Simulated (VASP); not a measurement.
# Se (P3_121) in VASP: notebook

Aim: see how the results for Se move with the level of theory and the settings. Levels: PBE, r2SCAN+D3(BJ). Tasks: single point.

Everything below comes from runs of VASP 6.6.1. Logs are shortened: lines on timing, memory, paths and dates and some standing lists are left out, and cuts for length are marked.

## (1) The cell of the first run

The structure is trigonal, space group P3_121 (No. 152). The conventional cell has a = 4.521 Å, b = 4.521 Å, c = 5.045 Å, α = 90.00°, β = 90.00°, γ = 120.00°. Within 3.2 Å of Se (site symmetry 2) lie 2 Se at 2.40 Å.

## (2) Single point, PBE

INCAR reads:

```
SYSTEM = Se
PREC     = Accurate       ! precision mode
ENCUT    = 520            ! plane-wave cutoff, eV
EDIFF    = 1E-6           ! SCF threshold, eV
ISMEAR   = -1             ! smearing method
SIGMA    = 0.05           ! smearing width, eV
LREAL    = .FALSE.        ! projectors in reciprocal space
LASPH    = .TRUE.         ! aspherical terms in the spheres
NELM     = 80             ! most SCF steps
ALGO     = Normal         ! electronic algorithm
ISIF     = 2              ! what is computed and relaxed
LWAVE    = .FALSE.        ! write WAVECAR
LCHARG   = .FALSE.        ! write CHGCAR
GGA      = PE             ! functional
NBANDS   = 16             ! bands
```

KPOINTS reads:

```
regular mesh
0
G
  7 7 6
  0 0 0
```

POSCAR reads:

```
Se
1.0
    4.5212982782      0.0000000000      0.0000000000
   -2.2606491391      3.9155591670      0.0000000000
    0.0000000000      0.0000000000      5.0451872511
Se
3
Direct
    0.7811845023      0.7811845023      0.0000000000
    0.0000000000      0.2188154977      0.6666666667
    0.2188154977      0.0000000000      0.3333333333
```

Potentials or basis: VASP PAW PBE potentials, release 64 (Se).

Started as:

```bash
$ cat potpaw_PBE.64/Se/POTCAR > POTCAR
$ mpirun -np 1 vasp_std > vasp.out
```

OUTCAR:

```text
SYSTEM = Se
   PREC = Accurate
   ENCUT = 520
   EDIFF = 1E-6
   ISMEAR = -1
   LREAL = .FALSE.
   LASPH = .TRUE.
   NELM = 80
   ISIF = 2
   GGA = PE

 ion  position               nearest neighbor table
   1  0.781  0.781  0.000-   2 2.40   3 2.40
   2  0.000  0.219  0.667-   1 2.40   3 2.40
   3  0.219  0.000  0.333-   1 2.40   2 2.40

  LATTYP: Found a hexagonal cell.
 ALAT       =     4.5212982782
 C/A-ratio  =     1.1158713583

  Lattice vectors:

 A1 = (   4.5212982782,   0.0000000000,   0.0000000000)
 A2 = (  -2.2606491391,   3.9155591670,   0.0000000000)
 A3 = (   0.0000000000,   0.0000000000,   5.0451872511)

Analysis of symmetry for initial positions (statically):
=====================================================================
 Subroutine PRICEL returns:
 Original cell was already a primitive cell.

 Routine SETGRP: Setting up the symmetry group for a
 hexagonal supercell.

 Subroutine GETGRP returns: Found  6 space group operations
 (whereof  2 operations were pure point group operations)
 out of a pool of 24 trial point group operations.

The static configuration has the point symmetry C_2 .
 The point group associated with its full space group is D_3 .

Analysis of symmetry for dynamics (positions and initial velocities):
=====================================================================
 Subroutine PRICEL returns:
 Original cell was already a primitive cell.

 Routine SETGRP: Setting up the symmetry group for a
 hexagonal supercell.

 Subroutine GETGRP returns: Found  6 space group operations
 (whereof  2 operations were pure point group operations)
 out of a pool of 24 trial point group operations.

The dynamic configuration has the point symmetry C_2 .
 The point group associated with its full space group is D_3 .

 Subroutine INISYM returns: Found  6 space group operations
 (whereof  2 operations are pure point group operations),
 and found     1 'primitive' translations

----------------------------------------------------------------------------------------

                                     Primitive cell

  volume of cell :      89.3170

  direct lattice vectors                    reciprocal lattice vectors
     4.521298278  0.000000000  0.000000000     0.221175410  0.127695682  0.000000000
    -2.260649139  3.915559167  0.000000000     0.000000000  0.255391365  0.000000000
     0.000000000  0.000000000  5.045187251     0.000000000  0.000000000  0.198208699

  length of vectors
     4.521298278  4.521298278  5.045187251     0.255391365  0.255391365  0.198208699

  position of ions in fractional coordinates (direct lattice)
     0.781184502  0.781184502  0.000000000
     0.000000000  0.218815498  0.666666667
     0.218815498  0.000000000  0.333333333

  ion indices of the primitive-cell ions
   primitive index   ion index
                 1           1
                 2           2
                 3           3

----------------------------------------------------------------------------------------

 KPOINTS: regular mesh

Automatic generation of k-mesh.
 Grid dimensions read from file:
 generate k-points for:    7    7    6

 Generating k-lattice:

  Cartesian coordinates                     Fractional coordinates (reciprocal lattice)
     0.031596487  0.018242240  0.000000000     0.142857143  0.000000000  0.000000000
     0.000000000  0.036484481  0.000000000     0.000000000  0.142857143  0.000000000
     0.000000000  0.000000000  0.033034783     0.000000000  0.000000000  0.166666667

  Length of vectors
     0.036484481  0.036484481  0.033034783

  Shift w.r.t. Gamma in fractional coordinates (k-lattice)
     0.000000000  0.000000000  0.000000000

 Subroutine IBZKPT returns following result:
 ===========================================

 Found     40 irreducible k-points:

 Following reciprocal coordinates:
            Coordinates               Weight
  0.000000  0.000000  0.000000      1.000000
  0.142857  0.000000  0.000000      6.000000
  0.285714  0.000000  0.000000      6.000000
  0.428571  0.000000  0.000000      6.000000
  0.142857  0.142857  0.000000      6.000000
  0.285714  0.142857  0.000000     12.000000
[... 16 lines left out ...]
  0.000000  0.142857  0.333333      6.000000
  0.285714  0.000000  0.333333      6.000000
 [... further k-points ...]
   k-points           NKPTS =     40   k-points in BZ     NKDIM =     40   number of bands    NBANDS=     16
   number of dos      NEDOS =    301   number of ions     NIONS =      3
   total plane-waves  NPLWV =  51840
   dimension x,y,z NGX =    36 NGY =   36 NGZ =   40
   dimension x,y,z NGXF=    72 NGYF=   72 NGZF=   80
   ions per type =               3
   NGX,Y,Z   is equivalent  to a cutoff of  13.24, 13.24, 13.18 a.u.
   NGXF,Y,Z  is equivalent  to a cutoff of  26.47, 26.47, 26.36 a.u.
 SYSTEM =  Se
   PREC   = accura    normal or accurate (medium, high low for compatibility)
   ISTART =      0    job   : 0-new  1-cont  2-samecut
   ICHARG =      2    charge: 1-file 2-atom 10-const
   ISPIN  =      1    spin polarized calculation?
   LNONCOLLINEAR =      F non collinear calculations
   LSORBIT =      F    spin-orbit coupling
   LASPH  =      T    aspherical Exc in radial PAW
   ENCUT  =  520.0 eV  38.22 Ry    6.18 a.u.   8.41  8.41  9.38*2*pi/ulx,y,z
   NELM   =     80;   NELMIN=  2; NELMDL= -5     # of ELM steps
   EDIFF  = 0.1E-05   stopping-criterion for ELM
   LREAL  =      F    real-space projection
   EDIFFG = 0.1E-04   stopping-criterion for IOM
   NSW    =      0    number of steps for IOM
   IBRION =     -1    ionic relax: 0-MD 1-quasi-New 2-CG
   NFREE  =      0    steps in history (QN), initial steepest desc. (CG)
   ISIF   =      2    stress and relaxation
   ISYM   =      2    0-nonsym 1-usesym 2-fastsym
   POTIM  = 0.5000    time-step for ionic-motion
   TEBEG  =    0.0;   TEEND  =   0.0 temperature during run
   PSTRESS=    0.0 pullay stress
   NELECT =      18.0000    total number of electrons
   NUPDOWN=      -1.0000    fix difference up-down
   EMIN   =  10.00;   EMAX   =-10.00  energy-range for DOS
   EFERMI =   0.00;   METHOD = LEGACY
   ISMEAR =    -1;   SIGMA  =   0.05  broadening in eV -4-tet -1-fermi 0-gaus
   EFERMI_NEDOS =   21; number of points for ismear=-14 and -15
   IALGO  =     38    algorithm
   IMIX   =      4    mixing-type and parameters
     AMIX     =   0.40;   BMIX     =  1.00
     AMIX_MAG =   1.60;   BMIX_MAG =  1.00
  volume/ion in A,a.u.               =      29.77       200.91
  Fermi-wavevector in a.u.,A,eV,Ry     =   0.959815  1.813788 12.534300  0.921245
  Thomas-Fermi vector in A             =   2.089044
   LORBIT       =      0    0 simple, 1 ext, 2 COOP (PROOUT), +10 PAW based schemes
   GGA     = PE    functional components
   LHFCALC =     F    Hartree Fock is set to
   AEXX    =    0.0000 exact exchange contribution
   IVDW    =     0    specifies the selected vdW correction
   LEPSILON=     F    determine dielectric tensor
   LRPA    =     F    only Hartree local field effects (RPA)
 non-spin polarized calculation
  energy-cutoff  :      520.00
  volume of cell :       89.32
 maximum number of plane-waves:      2461
 NGX is ok and might be reduce to    36
   NGX = 17   NGY = 17   NGZ = 19

 number of electron      18.0000001 magnetization

 Free energy of the ion-electron system (eV)
  ---------------------------------------------------
  ext. energy  EPLUGINS =         0.00000000
  ---------------------------------------------------
  free energy    TOTEN  =       -10.51080453 eV

  energy without entropy =      -10.51080410  energy(sigma->0) =      -10.51080432

 E-fermi :   2.4185     XC(G=0):  -8.4286

 val. band max:        1.8188531605   @ k =   0.4286   0.1429   0.5000
 cond. band min:       3.0085611912   @ k =   0.2857   0.2857   0.5000
 fundamental gap:      1.1897080307
 Fermi energy:         2.4184826512

 k-point     1 :       0.0000    0.0000    0.0000
  band No.  band energies     occupation
      1     -13.5394      2.00000
      2      -9.7211      2.00000
      3      -9.7211      2.00000
      4      -1.8870      2.00000
      5      -1.8870      2.00000
      6      -1.5845      2.00000
[... 8 lines left out ...]
     15       8.4873      0.00000
     16      10.2759      0.00000

 k-point     2 :       0.1429    0.0000    0.0000
  band No.  band energies     occupation
      1     -13.4793      2.00000
      2      -9.7796      2.00000
      3      -9.7181      2.00000
      4      -2.2728      2.00000
      5      -2.0663      2.00000
      6      -1.4710      2.00000
[... 8 lines left out ...]
     15       8.9422      0.00000
     16      10.2447      0.00000

 k-point     3 :       0.2857    0.0000    0.0000
  band No.  band energies     occupation
      1     -13.3332      2.00000
      2      -9.9309      2.00000
      3      -9.7111      2.00000
      4      -2.7051      2.00000
      5      -2.3463      2.00000
      6      -1.4310      2.00000
[... 8 lines left out ...]
     15       9.9809      0.00000
     16      10.8309      0.00000

 k-point     4 :       0.4286    0.0000    0.0000
  band No.  band energies     occupation
      1     -13.2021      2.00000
      2     -10.0748      2.00000
      3      -9.7051      2.00000
      4      -2.8857      2.00000
      5      -2.5268      2.00000
      6      -1.3074      2.00000
[... 8 lines left out ...]
     15      11.0104      0.00000
     16      11.5861      0.00000
[... 324 lines left out ...]
 k-point    22 :       0.1429    0.0000    0.3333
  band No.  band energies     occupation
      1     -12.9953      2.00000
      2     -11.6338      2.00000
      3      -8.1424      2.00000
      4      -2.7615      2.00000
      5      -1.8635      2.00000
      6      -1.3410      2.00000
[... 8 lines left out ...]
     15       9.4271      0.00000
     16       9.6256      0.00000

 k-point    23 :       0.0000    0.1429    0.3333
  band No.  band energies     occupation
      1     -12.9947      2.00000
      2     -11.6359      2.00000
      3      -8.1359      2.00000
      4      -2.7808      2.00000
      5      -1.9229      2.00000
      6      -1.3549      2.00000
[... 8 lines left out ...]
     15       9.2550      0.00000
     16       9.8577      0.00000

 k-point    24 :       0.2857    0.0000    0.3333
  band No.  band energies     occupation
      1     -12.8653      2.00000
      2     -11.5563      2.00000
      3      -8.4354      2.00000
      4      -3.0259      2.00000
      5      -2.3021      2.00000
      6      -1.5029      2.00000
[... 8 lines left out ...]
     15       9.4043      0.00000
     16      10.0292      0.00000

 [... further k-points ...]
[... 5 lines left out ...]
  --------------------------------------------------------------------------------------
  -------------------------------------------------------------------------------------
  Total        0.0492301      0.0492301      0.0731922      0.0000000      0.0000000     -0.0000000
  in kB        0.8830942      0.8830942      1.3129295      0.0000000      0.0000000     -0.0000000
  external PRESSURE =       1.0263726 kB  Pullay stress =       0.0000000 kB

 VOLUME and BASIS-vectors are now :
 -----------------------------------------------------------------------------
  energy-cutoff  :      520.00
  volume of cell :       89.32
      direct lattice vectors                 reciprocal lattice vectors
     4.521298278  0.000000000  0.000000000     0.221175410  0.127695682  0.000000000
    -2.260649139  3.915559167  0.000000000     0.000000000  0.255391365  0.000000000
     0.000000000  0.000000000  5.045187251     0.000000000  0.000000000  0.198208699

 POSITION                                       TOTAL-FORCE (eV/Angst)
 -----------------------------------------------------------------------------------
      1.76598      3.05877      0.00000        -0.013662     -0.023664     -0.000000
     -0.49467      0.85679      3.36346        -0.013662      0.023664      0.000000
      0.98933      0.00000      1.68173         0.027325     -0.000000     -0.000000
 -----------------------------------------------------------------------------------
    total drift:                                0.000000      0.000001     -0.000000

  FREE ENERGIE OF THE ION-ELECTRON SYSTEM (eV)
  ---------------------------------------------------
  free  energy   TOTEN  =       -10.5108045262 eV

  energy  without entropy=      -10.5108041046  energy(sigma->0) =      -10.51080432
```

Run time: 74 s. Hardware: 1 thread of Intel Xeon 8259CL, shared host; peak memory 0.23 GiB.

Results:

```yaml
Free_energy: -10.5108 eV
Pressure: 0.1 GPa
Largest_force: 0.027 eV/Å
Band_gap_on_the_k_mesh: 1.19 eV (least direct gap 1.41 eV)
```

Forces on the atoms (eV/Å):
```
Se  -0.014 -0.024  0.000
Se  -0.014  0.024  0.000
Se   0.027  0.000  0.000
```

Levels at points of the mesh, in eV from the valence-band top:
| k point | band 6 | band 7 | band 8 | band 9 | band 10 | band 11 | band 12 | band 13 |
| --- | --- | --- | --- | --- | --- | --- | --- | --- |
| (0.00, 0.00, 0.00) | -3.40 | -1.83 | -1.83 | -0.29 | 1.95 | 1.95 | 2.32 | 5.91 |
| (0.00, 0.00, 0.50) | -3.20 | -1.30 | -1.30 | -0.93 | 1.36 | 1.40 | 1.40 | 6.52 |

A k mesh can miss the band edges.

## (3) Single point, r2SCAN+D3(BJ)

This run uses another cell than the first one, of 25.63 Å³/atom.

POSCAR reads:

```
Se
1.0
    4.2770688679      0.0000000000      0.0000000000
   -2.1385344339      3.7040502933      0.0000000000
    0.0000000000      0.0000000000      4.8524777481
Se
3
Direct
    0.7746000000      0.7746000000      0.0000000000
    0.0000000000      0.2254000000      0.6666666667
    0.2254000000      0.0000000000      0.3333333333
```

INCAR.step1 reads:

```
SYSTEM = Se
ALGO = Normal
EDIFF = 1E-4
ENCUT = 520
GGA = PE
ISMEAR = -1
LASPH = .True.
LCHARG = .False.
LREAL = .False.
LWAVE = .True.
NBANDS = 16
NELM = 80
PREC = Accurate
SIGMA = 0.05
```

INCAR.step2 reads:

```
SYSTEM = Se
ALGO = Normal
EDIFF = 1E-7
ENCUT = 520
ISIF = 2
ISMEAR = -1
ISTART = 1
IVDW = 12
LASPH = .True.
LCHARG = .True.
LELF = .True.
LMIXTAU = .True.
LREAL = .False.
LVHAR = .True.
LWAVE = .False.
METAGGA = R2SCAN
NBANDS = 16
NELM = 80
PREC = Accurate
SIGMA = 0.05
VDW_A1 = 0.49484001
VDW_A2 = 5.73083694
VDW_S6 = 1.0
VDW_S8 = 0.78981345
```

KPOINTS reads:

```
k-points
0
Gamma
  7 7 6
  0 0 0
```

Potentials or basis: VASP PAW PBE potentials, release 64 (Se).

Started as:

```bash
$ cat potpaw_PBE.64/Se/POTCAR > POTCAR
$ cp INCAR.step1 INCAR
$ mpirun -np 1 vasp_std > vasp.out
$ cp INCAR.step2 INCAR
$ mpirun -np 1 vasp_std > vasp.out
```

Run time: 4.4 min. Hardware: 1 thread of Intel Xeon 8259CL, shared host; peak memory 0.22 GiB.

Results (log left out):

| Property | Result |
| --- | --- |
| Free energy | -43.2889 eV |
| Pressure | 4.7 GPa |
| Largest force | 0.732 eV/Å |
| Band gap on the k mesh | 1.40 eV (least direct gap 1.79 eV) |
| Dispersion energy per atom | -0.160 eV |

Forces on the atoms (eV/Å):
```
Se  -0.366 -0.634  0.000
Se  -0.366  0.634  0.000
Se   0.732  0.000  0.000
```

Stress tensor (GPa, compression positive):
```
3.59 0.00 0.00
0.00 3.59 0.00
0.00 0.00 6.80
```

Levels at points of the mesh, in eV from the valence-band top:
```tsv
k point	band 6	band 7	band 8	band 9	band 10	band 11	band 12	band 13
(0.00, 0.00, 0.00)	-4.20	-2.44	-2.44	-0.58	2.20	2.20	2.38	6.75
(0.00, 0.00, 0.50)	-3.79	-1.84	-1.84	-1.40	1.40	1.40	1.42	6.56
```

Caveat: the cell stands under pressure; the PAW data sets were made with another functional, which shifts forces and pressure a little.
